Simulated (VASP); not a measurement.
The system is BAs.

```
B As
1.0
     0.00000    2.52305    2.52305
     2.52305    0.00000    2.52305
     2.52305    2.52305    0.00000
B As
1 1
Direct
  0.00000 0.00000 0.00000
  0.50000 0.50000 0.50000
```

- Program: VASP 6.6.1
- Task: relaxation of cell and atoms
- Functional: PBE
- Potentials or basis: VASP PAW PBE potentials, release 64 (B, As)
- Cutoff: 600 eV
- k mesh: 6 × 6 × 6
- Occupations: gaussian, width 0.1 eV
- Spin: no spin polarisation

At the start: pressure -19.1 GPa; volume 16.06 Å³/atom.

Task: How do energy, volume and symmetry change on relaxing?

Result: Over 3 steps the energy falls by 281.4 meV/atom and the volume is 12.32 Å³/atom (-23.3 %); space group Fm-3m (No. 225, to 0.05 Å).

Step by step:
```
step  energy change (eV)  largest force (eV/Å)  pressure (GPa)  volume (Å³)
   1              0.0000                0.0000          -19.09        32.12
   2             -0.5560                0.0000            3.58        24.02
   3             -0.5627                0.0000           -0.04        24.65
```

Final structure:
```
B As
1.0
     0.00000    2.30977    2.30977
     2.30977    0.00000    2.30977
     2.30977    2.30977    0.00000
B As
1 1
Direct
  0.00000 0.00000 0.00000
  0.50000 0.50000 0.50000
```

Caveat: the volume moved by over 15 % at a fixed basis, so the end points are rough.
